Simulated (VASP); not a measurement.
# K in VASP: single point with PBE

Aim: the single point of K with PBE.

Program: VASP 6.6.1. These are calculated values, not measurements. Logs are shortened: lines on timing, memory, paths and dates and some standing lists are left out, and cuts for length are marked.

## (1) The cell of the first run

The cell holds a slab with vacuum, 6 atoms: a = 4.762 Å, b = 7.830 Å, c = 27.623 Å, α = 90.00°, β = 90.00°, γ = 90.00°.

## (2) Single point, PBE

INCAR reads:

```
PREC = Accurate ; ENCUT = 520
EDIFF = 1E-6 ; ISMEAR = 0
SIGMA = 0.1 ; LREAL = False
LASPH = True ; NELM = 100
ALGO = Normal ; ISIF = 2
LWAVE = False ; LCHARG = True
LDIPOL = True ; IDIPOL = 3
DIPOL = 0.5 0.5 0.495 ; GGA = PE
LELF = True ; LVHAR = True
LVACPOTAV = True ; NBANDS = 36
```

KPOINTS reads:

```
Automatic mesh
0
Gamma
  6 4 1
```

POSCAR reads:

```
K
1.0
    4.7623960200      0.0000000000      0.0000000000
    0.0000000000      7.8299713200      0.0000000000
    0.0000000000      0.0000000000     27.6234971618
K
6
Direct
    0.0000000000      0.7500000000      0.3258095797
    0.5000000000      0.2500000000      0.3755782698
    0.5000000000      0.7500000000      0.4751156500
    0.0000000000      0.2500000000      0.5179686867
    0.0000000000      0.7500000000      0.6180067676
    0.5000000000      0.2500000000      0.6586701721
```

Potentials or basis: VASP PAW PBE potentials, release 64 (K_sv).

The run is started by

```console
$ cat potpaw_PBE.64/K_sv/POTCAR > POTCAR
$ mpirun -np 1 vasp_std > vasp.out
```

OUTCAR:

```text
PREC = Accurate
   ENCUT = 520
   EDIFF = 1E-6
   ISMEAR = 0
   LREAL = False
   LASPH = True
   NELM = 100
   ISIF = 2
   GGA = PE

 ion  position               nearest neighbor table
   1  0.000  0.750  0.326-
   2  0.500  0.250  0.376-
   3  0.500  0.750  0.475-
   4  0.000  0.250  0.518-
   5  0.000  0.750  0.618-
   6  0.500  0.250  0.659-

  LATTYP: Found a simple orthorhombic cell.
 ALAT       =     4.7623960200
 B/A-ratio  =     1.6441243624
 C/A-ratio  =     5.8003360170

  Lattice vectors:

 A1 = (   4.7623960200,   0.0000000000,   0.0000000000)
 A2 = (   0.0000000000,   7.8299713200,   0.0000000000)
 A3 = (   0.0000000000,   0.0000000000,  27.6234971618)

Analysis of symmetry for initial positions (statically):
=====================================================================
 Subroutine PRICEL returns:
 Original cell was already a primitive cell.

 Routine SETGRP: Setting up the symmetry group for a
 simple orthorhombic supercell.

 Subroutine GETGRP returns: Found  4 space group operations
 (whereof  2 operations were pure point group operations)
 out of a pool of  8 trial point group operations.

The static configuration has the point symmetry C_1h.
 The point group associated with its full space group is C_2v.

Analysis of symmetry for dynamics (positions and initial velocities):
=====================================================================
 Subroutine PRICEL returns:
 Original cell was already a primitive cell.

 Routine SETGRP: Setting up the symmetry group for a
 simple orthorhombic supercell.

 Subroutine GETGRP returns: Found  4 space group operations
 (whereof  2 operations were pure point group operations)
 out of a pool of  8 trial point group operations.

The dynamic configuration has the point symmetry C_1h.
 The point group associated with its full space group is C_2v.

 Subroutine INISYM returns: Found  4 space group operations
 (whereof  2 operations are pure point group operations),
 and found     1 'primitive' translations

----------------------------------------------------------------------------------------

                                     Primitive cell

  volume of cell :    1030.0643

  direct lattice vectors                    reciprocal lattice vectors
     4.762396020  0.000000000  0.000000000     0.209978338  0.000000000  0.000000000
     0.000000000  7.829971320  0.000000000     0.000000000  0.127714389  0.000000000
     0.000000000  0.000000000 27.623497162     0.000000000  0.000000000  0.036201064

  length of vectors
     4.762396020  7.829971320 27.623497162     0.209978338  0.127714389  0.036201064

  position of ions in fractional coordinates (direct lattice)
     0.000000000  0.750000000  0.325809580
     0.500000000  0.250000000  0.375578270
     0.500000000  0.750000000  0.475115650
     0.000000000  0.250000000  0.517968687
     0.000000000  0.750000000  0.618006768
     0.500000000  0.250000000  0.658670172

  ion indices of the primitive-cell ions
   primitive index   ion index
                 1           1
                 2           2
                 3           3
                 4           4
                 5           5
                 6           6

----------------------------------------------------------------------------------------

 KPOINTS: Automatic mesh

Automatic generation of k-mesh.
 Grid dimensions read from file:
 generate k-points for:    6    4    1

 Generating k-lattice:

  Cartesian coordinates                     Fractional coordinates (reciprocal lattice)
     0.034996390  0.000000000  0.000000000     0.166666667  0.000000000  0.000000000
     0.000000000  0.031928597  0.000000000     0.000000000  0.250000000  0.000000000
     0.000000000  0.000000000  0.036201064     0.000000000  0.000000000  1.000000000

  Length of vectors
     0.034996390  0.031928597  0.036201064

  Shift w.r.t. Gamma in fractional coordinates (k-lattice)
     0.000000000  0.000000000  0.000000000

 Subroutine IBZKPT returns following result:
 ===========================================

 Found     12 irreducible k-points:

 Following reciprocal coordinates:
            Coordinates               Weight
  0.000000  0.000000  0.000000      1.000000
  0.166667  0.000000  0.000000      2.000000
  0.333333  0.000000  0.000000      2.000000
  0.500000  0.000000  0.000000      1.000000
  0.000000  0.250000  0.000000      2.000000
  0.166667  0.250000  0.000000      4.000000
  0.333333  0.250000  0.000000      4.000000
  0.500000  0.250000  0.000000      2.000000
  0.000000  0.500000  0.000000      1.000000
  0.166667  0.500000  0.000000      2.000000
  0.333333  0.500000  0.000000      2.000000
  0.500000  0.500000  0.000000      1.000000
   k-points           NKPTS =     12   k-points in BZ     NKDIM =     12   number of bands    NBANDS=     36
   number of dos      NEDOS =    301   number of ions     NIONS =      6
   total plane-waves  NPLWV = 453600
   dimension x,y,z NGX =    36 NGY =   60 NGZ =  210
   dimension x,y,z NGXF=    72 NGYF=  120 NGZF=  420
   ions per type =               6
   NGX,Y,Z   is equivalent  to a cutoff of  12.57, 12.74, 12.64 a.u.
   NGXF,Y,Z  is equivalent  to a cutoff of  25.13, 25.48, 25.28 a.u.
 SYSTEM =  unknown system
   PREC   = accura    normal or accurate (medium, high low for compatibility)
   ISTART =      0    job   : 0-new  1-cont  2-samecut
   ICHARG =      2    charge: 1-file 2-atom 10-const
   ISPIN  =      1    spin polarized calculation?
   LNONCOLLINEAR =      F non collinear calculations
   LSORBIT =      F    spin-orbit coupling
   LASPH  =      T    aspherical Exc in radial PAW
   ENCUT  =  520.0 eV  38.22 Ry    6.18 a.u.   8.85 14.56 51.36*2*pi/ulx,y,z
   NELM   =    100;   NELMIN=  2; NELMDL= -5     # of ELM steps
   EDIFF  = 0.1E-05   stopping-criterion for ELM
   LREAL  =      F    real-space projection
   EDIFFG = 0.1E-04   stopping-criterion for IOM
   NSW    =      0    number of steps for IOM
   IBRION =     -1    ionic relax: 0-MD 1-quasi-New 2-CG
   NFREE  =      0    steps in history (QN), initial steepest desc. (CG)
   ISIF   =      2    stress and relaxation
   ISYM   =      2    0-nonsym 1-usesym 2-fastsym
   POTIM  = 0.5000    time-step for ionic-motion
   TEBEG  =    0.0;   TEEND  =   0.0 temperature during run
   PSTRESS=    0.0 pullay stress
   NELECT =      54.0000    total number of electrons
   NUPDOWN=      -1.0000    fix difference up-down
   EMIN   =  10.00;   EMAX   =-10.00  energy-range for DOS
   EFERMI =   0.00;   METHOD = LEGACY
   ISMEAR =     0;   SIGMA  =   0.10  broadening in eV -4-tet -1-fermi 0-gaus
   EFERMI_NEDOS =   21; number of points for ismear=-14 and -15
   IALGO  =     38    algorithm
   IMIX   =      4    mixing-type and parameters
     AMIX     =   0.40;   BMIX     =  1.00
     AMIX_MAG =   1.60;   BMIX_MAG =  1.00
  volume/ion in A,a.u.               =     171.68      1158.54
  Fermi-wavevector in a.u.,A,eV,Ry     =   0.612705  1.157844  5.107725  0.375407
  Thomas-Fermi vector in A             =   1.669089
   LORBIT       =      0    0 simple, 1 ext, 2 COOP (PROOUT), +10 PAW based schemes
   GGA     = PE    functional components
   LHFCALC =     F    Hartree Fock is set to
   AEXX    =    0.0000 exact exchange contribution
   IVDW    =     0    specifies the selected vdW correction
   LEPSILON=     F    determine dielectric tensor
   LRPA    =     F    only Hartree local field effects (RPA)
 non-spin polarized calculation
 Gauss-broadening in eV      SIGMA  =   0.10
  energy-cutoff  :      520.00
  volume of cell :     1030.06
 maximum number of plane-waves:     27808
 NGX is ok and might be reduce to    36
   NGX = 17   NGY = 29   NGZ =103

 dipolmoment           0.000000      0.000000     -0.074498 electrons x Angstroem

 number of electron      53.9999995 magnetization

 dipolmoment           0.000000      0.000000      0.003609 electrons x Angstroem

 Free energy of the ion-electron system (eV)
  ---------------------------------------------------
  ext. energy  EPLUGINS =         0.00000000
  ---------------------------------------------------
  free energy    TOTEN  =        -5.79914896 eV

  energy without entropy =       -5.77715008  energy(sigma->0) =       -5.78814952

 E-fermi :  -1.2943     XC(G=0):  -2.9444

 val. band max:       -1.3007474646   @ k =   0.0000   0.2500   0.0000
 cond. band min:      -1.2867602860   @ k =   0.0000   0.5000   0.0000
 fundamental gap:      0.0139871786
 Fermi energy:        -1.2943042134

 k-point     1 :       0.0000    0.0000    0.0000
  band No.  band energies     occupation
      1     -33.7401      2.00000
      2     -33.7042      2.00000
      3     -33.5616      2.00000
      4     -33.5486      2.00000
      5     -33.4258      2.00000
      6     -33.4145      2.00000
[... 28 lines left out ...]
     35       0.3398      0.00000
     36       0.5731      0.00000

 k-point     2 :       0.1667    0.0000    0.0000
  band No.  band energies     occupation
      1     -33.7398      2.00000
      2     -33.7039      2.00000
      3     -33.5613      2.00000
      4     -33.5483      2.00000
      5     -33.4255      2.00000
      6     -33.4143      2.00000
[... 28 lines left out ...]
     35       0.3944      0.00000
     36       0.6757      0.00000

 k-point     3 :       0.3333    0.0000    0.0000
  band No.  band energies     occupation
      1     -33.7393      2.00000
      2     -33.7034      2.00000
      3     -33.5608      2.00000
      4     -33.5478      2.00000
      5     -33.4250      2.00000
      6     -33.4138      2.00000
[... 28 lines left out ...]
     35       0.6468      0.00000
     36       0.6686      0.00000
[... 274 lines left out ...]
 k-point    11 :       0.3333    0.5000    0.0000
  band No.  band energies     occupation
      1     -33.7393      2.00000
      2     -33.7034      2.00000
      3     -33.5608      2.00000
      4     -33.5478      2.00000
      5     -33.4250      2.00000
      6     -33.4138      2.00000
[... 28 lines left out ...]
     35       0.4971      0.00000
     36       0.5036      0.00000

 k-point    12 :       0.5000    0.5000    0.0000
  band No.  band energies     occupation
      1     -33.7390      2.00000
      2     -33.7032      2.00000
      3     -33.5605      2.00000
      4     -33.5476      2.00000
      5     -33.4247      2.00000
      6     -33.4136      2.00000
[... 28 lines left out ...]
     35       0.2842      0.00000
     36       0.2968      0.00000

------------------------ aborting loop because EDIFF is reached ----------------------------------------

  FORCE on cell =-STRESS in cart. coord.  units (eV):
  Direction    XX          YY          ZZ          XY          YZ          ZX
  --------------------------------------------------------------------------------------
  -------------------------------------------------------------------------------------
  Total       -0.0486955     -0.6362595     -0.1803832      0.0000000      0.0000000      0.0000000
  in kB       -0.0757417     -0.9896474     -0.2805707      0.0000000      0.0000000      0.0000000
  external PRESSURE =      -0.4486533 kB  Pullay stress =       0.0000000 kB

 VOLUME and BASIS-vectors are now :
 -----------------------------------------------------------------------------
  energy-cutoff  :      520.00
  volume of cell :     1030.06
      direct lattice vectors                 reciprocal lattice vectors
     4.762396020  0.000000000  0.000000000     0.209978338  0.000000000  0.000000000
     0.000000000  7.829971320  0.000000000     0.000000000  0.127714389  0.000000000
     0.000000000  0.000000000 27.623497162     0.000000000  0.000000000  0.036201064

 POSITION                                       TOTAL-FORCE (eV/Angst)
 -----------------------------------------------------------------------------------
      0.00000      5.87248      9.00000         0.000000      0.000000      0.049944
      2.38120      1.95749     10.37479         0.000000      0.000000     -0.018837
      2.38120      5.87248     13.12436         0.000000      0.000000     -0.039286
      0.00000      1.95749     14.30811         0.000000      0.000000      0.005981
      0.00000      5.87248     17.07151         0.000000      0.000000      0.004663
      2.38120      1.95749     18.19477         0.000000      0.000000     -0.002465
 -----------------------------------------------------------------------------------
    total drift:                                0.000000     -0.000000     -0.000903

  FREE ENERGIE OF THE ION-ELECTRON SYSTEM (eV)
  ---------------------------------------------------
  free  energy   TOTEN  =        -5.7991489575 eV

  energy  without entropy=       -5.7771500753  energy(sigma->0) =       -5.78814952

 vacuum level on the upper side and lower side of the slab         1.001         0.984
```

It took 20 min on 1 thread of AMD EPYC 7R43 (Zen 3), shared host; peak memory 0.93 GiB.

What came out:

```yaml
Free_energy: -5.7991 eV
Largest_force: 0.050 eV/Å
Band_gap_on_the_k_mesh: zero (bands 27 and 28 overlap by 1.18 eV)
```

Forces in eV/Å, atoms in the order of the input:
```
K    0.000  0.000  0.050
K    0.000  0.000 -0.019
K    0.000  0.000 -0.039
K    0.000  0.000  0.006
K    0.000  0.000  0.005
K    0.000  0.000 -0.002
```
